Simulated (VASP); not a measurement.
# MoS2 in VASP: single point with PBEsol+U

Aim: the single point of MoS2 with PBEsol+U.

All numbers are computed with VASP 6.6.1; they aren't measurements. Logs are shortened: lines on timing, memory, paths and dates and some standing lists are left out, and cuts for length are marked.

## 1. The cell of the first run

The cell holds a slab with vacuum, 9 atoms: a = 3.142 Å, b = 3.142 Å, c = 27.971 Å, α = 90.00°, β = 90.00°, γ = 120.00°.

## 2. Single point, PBEsol+U

The input, INCAR:

```
PREC = Accurate
ENCUT = 520
EDIFF = 1E-7
ISMEAR = -1
SIGMA = 0.05
LREAL = F
LASPH = T
NELM = 150
ALGO = Normal
ISIF = 2
LWAVE = F
LCHARG = T
LMAXMIX = 4
LDAU = T
LDAUTYPE = 2
LDAUL = 2 -1
LDAUU = 4 0
LDAUJ = 0 0
LDAUPRINT = 1
GGA = PS
LELF = T
LVHAR = T
NBANDS = 49
```

The input, KPOINTS:

```
regular mesh
0
Gamma
  10 10 1
```

The input, POSCAR:

```
MoS2
1.0
    3.1417397759      0.0000000000      0.0000000000
   -1.5708698879      2.7208264580      0.0000000000
    0.0000000000      0.0000000000     27.9707446928
Mo S
3 6
Direct
    0.3333333333      0.6666666667      0.2240365770
    0.3333333333      0.6666666667      0.7759634230
    0.6666666667      0.3333333333      0.0000000000
    0.6666666667      0.3333333333      0.1683363581
    0.6666666667      0.3333333333      0.7203121151
    0.3333333333      0.6666666667      0.9443033695
    0.6666666667      0.3333333333      0.2796878849
    0.6666666667      0.3333333333      0.8316636419
    0.3333333333      0.6666666667      0.0556966305
```

Potentials or basis: VASP PAW PBE potentials, release 64 (Mo_sv, S).

On the command line:

```bash
$ cat potpaw_PBE.64/Mo_sv/POTCAR potpaw_PBE.64/S/POTCAR > POTCAR
$ mpirun -np 1 vasp_std > vasp.out
```

OUTCAR:

```text
PREC = Accurate
   ENCUT = 520
   EDIFF = 1E-7
   ISMEAR = -1
   LREAL = F
   LASPH = T
   NELM = 150
   ISIF = 2
   GGA = PS

 ion  position               nearest neighbor table
   1  0.333  0.667  0.224-   7 2.39   7 2.39   7 2.39   4 2.39   4 2.39   4 2.39
   2  0.333  0.667  0.776-   5 2.39   5 2.39   5 2.39   8 2.39   8 2.39   8 2.39
   3  0.667  0.333  0.000-   6 2.39   9 2.39   6 2.39   9 2.39   6 2.39   9 2.39
   4  0.667  0.333  0.168-   1 2.39   1 2.39   1 2.39
   5  0.667  0.333  0.720-   2 2.39   2 2.39   2 2.39
   6  0.333  0.667  0.944-   3 2.39   3 2.39   3 2.39
   7  0.667  0.333  0.280-   1 2.39   1 2.39   1 2.39
   8  0.667  0.333  0.832-   2 2.39   2 2.39   2 2.39
   9  0.333  0.667  0.056-   3 2.39   3 2.39   3 2.39

  LATTYP: Found a hexagonal cell.
 ALAT       =     3.1417397759
 C/A-ratio  =     8.9029476303

  Lattice vectors:

 A1 = (   3.1417397759,   0.0000000000,   0.0000000000)
 A2 = (  -1.5708698879,   2.7208264580,   0.0000000000)
 A3 = (   0.0000000000,   0.0000000000,  27.9707446928)

Analysis of symmetry for initial positions (statically):
=====================================================================
 Subroutine PRICEL returns:
 Original cell was already a primitive cell.

 Routine SETGRP: Setting up the symmetry group for a
 hexagonal supercell.

 Subroutine GETGRP returns: Found 12 space group operations
 (whereof 12 operations were pure point group operations)
 out of a pool of 24 trial point group operations.

The static configuration has the point symmetry D_3h.

Analysis of symmetry for dynamics (positions and initial velocities):
=====================================================================
 Subroutine PRICEL returns:
 Original cell was already a primitive cell.

 Routine SETGRP: Setting up the symmetry group for a
 hexagonal supercell.

 Subroutine GETGRP returns: Found 12 space group operations
[... 146 lines left out ...]
   NGX = 11   NGY = 11   NGZ =105

atom =   1  type =  1  l = 2

 onsite density matrix

spin component  1
[... 83 lines left out ...]
  o =  0.3830  v =  0.0000 -0.7698 -0.0000  0.6382  0.0000  0.0000  0.0000  0.0000  0.0000  0.0000      0.0000  0.0000  0.0000  0.0000  0.0000  0.0000  0.0000  0.0000  0.0000  0.0000
  o =  0.3830  v =  0.0000  0.0000  0.0000  0.0000  0.0000  0.0000 -0.7698 -0.0000  0.6382  0.0000      0.0000  0.0000  0.0000  0.0000  0.0000  0.0000  0.0000  0.0000  0.0000  0.0000
  o =  0.3830  v =  0.0000 -0.6382 -0.0000 -0.7698  0.0000  0.0000  0.0000  0.0000  0.0000  0.0000      0.0000  0.0000  0.0000  0.0000  0.0000  0.0000  0.0000  0.0000  0.0000  0.0000
  o =  0.3830  v =  0.0000  0.0000  0.0000  0.0000  0.0000  0.0000 -0.6382 -0.0000 -0.7698  0.0000      0.0000  0.0000  0.0000  0.0000  0.0000  0.0000  0.0000  0.0000  0.0000  0.0000
  o =  0.3957  v =  0.0000  0.0000  0.0000  0.0000  0.0000  0.1914 -0.0000  0.0000 -0.0000 -0.9815      0.0000  0.0000  0.0000  0.0000  0.0000  0.0000  0.0000  0.0000  0.0000  0.0000
  o =  0.3957  v =  0.1914 -0.0000  0.0000 -0.0000 -0.9815  0.0000  0.0000  0.0000  0.0000  0.0000      0.0000  0.0000  0.0000  0.0000  0.0000  0.0000  0.0000  0.0000  0.0000  0.0000
  o =  0.3957  v =  0.0000  0.0000  0.0000  0.0000  0.0000 -0.9815 -0.0000 -0.0000 -0.0000 -0.1914      0.0000  0.0000  0.0000  0.0000  0.0000  0.0000  0.0000  0.0000  0.0000  0.0000
  o =  0.3957  v = -0.9815 -0.0000 -0.0000 -0.0000 -0.1914  0.0000  0.0000  0.0000  0.0000  0.0000      0.0000  0.0000  0.0000  0.0000  0.0000  0.0000  0.0000  0.0000  0.0000  0.0000
  o =  0.4240  v =  0.0000  0.0000  0.0000  0.0000  0.0000 -0.0000 -0.0000  1.0000  0.0000 -0.0000      0.0000  0.0000  0.0000  0.0000  0.0000  0.0000  0.0000  0.0000  0.0000  0.0000
  o =  0.4240  v = -0.0000 -0.0000  1.0000  0.0000 -0.0000  0.0000  0.0000  0.0000  0.0000  0.0000      0.0000  0.0000  0.0000  0.0000  0.0000  0.0000  0.0000  0.0000  0.0000  0.0000

 number of electron      78.0000005 magnetization

 Free energy of the ion-electron system (eV)
  ---------------------------------------------------
  ext. energy  EPLUGINS =         0.00000000
  ---------------------------------------------------
  free energy    TOTEN  =       -55.93009517 eV

  energy without entropy =      -55.93009485  energy(sigma->0) =      -55.93009501

 E-fermi :   3.6808     XC(G=0):  -7.6714

 val. band max:        3.1065285962   @ k =   0.0000   0.0000   0.0000
 cond. band min:       4.3673146510   @ k =   0.2000   0.2000   0.0000
 fundamental gap:      1.2607860548
 Fermi energy:         3.6807737999

 k-point     1 :       0.0000    0.0000    0.0000
  band No.  band energies     occupation
      1     -58.4538      2.00000
      2     -58.4521      2.00000
      3     -58.4521      2.00000
      4     -32.6363      2.00000
      5     -32.6350      2.00000
      6     -32.6350      2.00000
[... 717 lines left out ...]
     48       6.2723      0.00000
     49       7.5872      0.00000

------------------------ aborting loop because EDIFF is reached ----------------------------------------

  FORCE on cell =-STRESS in cart. coord.  units (eV):
  Direction    XX          YY          ZZ          XY          YZ          ZX
  --------------------------------------------------------------------------------------
  -------------------------------------------------------------------------------------
  Total        2.4002606      2.4002606      2.8098067      0.0000000      0.0000000     -0.0000000
  in kB       16.0839935     16.0839935     18.8283365      0.0000000      0.0000000     -0.0000000
  external PRESSURE =      16.9987745 kB  Pullay stress =       0.0000000 kB

 VOLUME and BASIS-vectors are now :
 -----------------------------------------------------------------------------
  energy-cutoff  :      520.00
  volume of cell :      239.10
      direct lattice vectors                 reciprocal lattice vectors
     3.141739776  0.000000000  0.000000000     0.318294980  0.183767693  0.000000000
    -1.570869888  2.720826458  0.000000000     0.000000000  0.367535385  0.000000000
     0.000000000  0.000000000 27.970744693     0.000000000  0.000000000  0.035751640

 POSITION                                       TOTAL-FORCE (eV/Angst)
 -----------------------------------------------------------------------------------
     -0.00000      1.81388      6.26647         0.000000     -0.000000      0.001352
     -0.00000      1.81388     21.70427        -0.000000      0.000000     -0.001352
      1.57087      0.90694      0.00000         0.000000     -0.000000      0.000000
      1.57087      0.90694      4.70849        -0.000000     -0.000000     -0.297877
      1.57087      0.90694     20.14767        -0.000000      0.000000     -0.303163
     -0.00000      1.81388     26.41287        -0.000000      0.000000     -0.295885
      1.57087      0.90694      7.82308        -0.000000      0.000000      0.303163
      1.57087      0.90694     23.26225        -0.000000     -0.000000      0.297877
     -0.00000      1.81388      1.55788        -0.000000     -0.000000      0.295885
 -----------------------------------------------------------------------------------
    total drift:                                0.000000     -0.000000      0.000000

  FREE ENERGIE OF THE ION-ELECTRON SYSTEM (eV)
  ---------------------------------------------------
  free  energy   TOTEN  =       -55.9300951659 eV

  energy  without entropy=      -55.9300948500  energy(sigma->0) =      -55.93009501
```

OSZICAR:

```text
N       E                     dE             d eps       ncg     rms          rms(c)
DAV:   1     0.705365475068E+03    0.70537E+03   -0.42609E+04  1572   0.143E+03
DAV:   2    -0.148616708548E+02   -0.72023E+03   -0.69666E+03  1644   0.365E+02
DAV:   3    -0.594269474713E+02   -0.44565E+02   -0.43618E+02  1688   0.811E+01
[... 17 lines left out ...]
DAV:  21    -0.559300861801E+02   -0.24055E-04   -0.40272E-07  1304   0.141E-03    0.142E-03
DAV:  22    -0.559300933005E+02   -0.71204E-05   -0.15077E-07  1144   0.960E-04    0.440E-04
DAV:  23    -0.559300947430E+02   -0.14425E-05   -0.29260E-08  1040   0.439E-04    0.388E-04
DAV:  24    -0.559300951498E+02   -0.40679E-06   -0.14683E-08   968   0.274E-04    0.111E-04
DAV:  25    -0.559300951659E+02   -0.16118E-07   -0.11533E-09   904   0.112E-04
   1 F= -.55930095E+02 E0= -.55930095E+02  d E =-.315836E-06
```

stdout:

```text
POSCAR found type information on POSCAR MoS
 POSCAR found :  2 types and       9 ions
 scaLAPACK will be used
 -----------------------------------------------------------------------------
|                                                                             |
|                                                                             |
|     You enforced a specific xc type in the INCAR file but a different       |
|     I HOPE YOU KNOW WHAT YOU ARE DOING!                                     |
|                                                                             |
 -----------------------------------------------------------------------------

 LDA part: xc-table for (Slater+PW92), standard interpolation
 POSCAR, INCAR and KPOINTS ok, starting setup
 FFT: planning ... GRIDC
 FFT: planning ... GRID_SOFT
 FFT: planning ... GRID
 WAVECAR not read
 entering main loop
```

It took 6.2 min on 1 thread of Oxide Virtual Turin-like, shared host; peak memory 0.36 GiB.

Results:

| Property | Result |
| --- | --- |
| Free energy | -55.9301 eV |
| Largest force | 0.303 eV/Å |
| Band gap on the k mesh | 1.26 eV, indirect (least direct gap 1.93 eV) |

Forces on the atoms (eV/Å):
```
Mo   0.000  0.000  0.001
Mo   0.000  0.000 -0.001
Mo   0.000  0.000  0.000
S    0.000  0.000 -0.298
S    0.000  0.000 -0.303
S    0.000  0.000 -0.296
S    0.000  0.000  0.303
S    0.000  0.000  0.298
S    0.000  0.000  0.296
```

Eigenvalues of the final occupation matrices:
```tsv
site	spin	trace	eigenvalues
site 1 d	1	1.98	0.38 0.38 0.40 0.40 0.42
site 1 d	2	1.98	0.38 0.38 0.40 0.40 0.42
site 2 d	1	1.98	0.38 0.38 0.40 0.40 0.42
site 2 d	2	1.98	0.38 0.38 0.40 0.40 0.42
site 3 d	1	1.98	0.38 0.38 0.40 0.40 0.42
site 3 d	2	1.98	0.38 0.38 0.40 0.40 0.42
```

Caveat: the PAW data sets were made with another functional, which shifts forces and pressure a little.
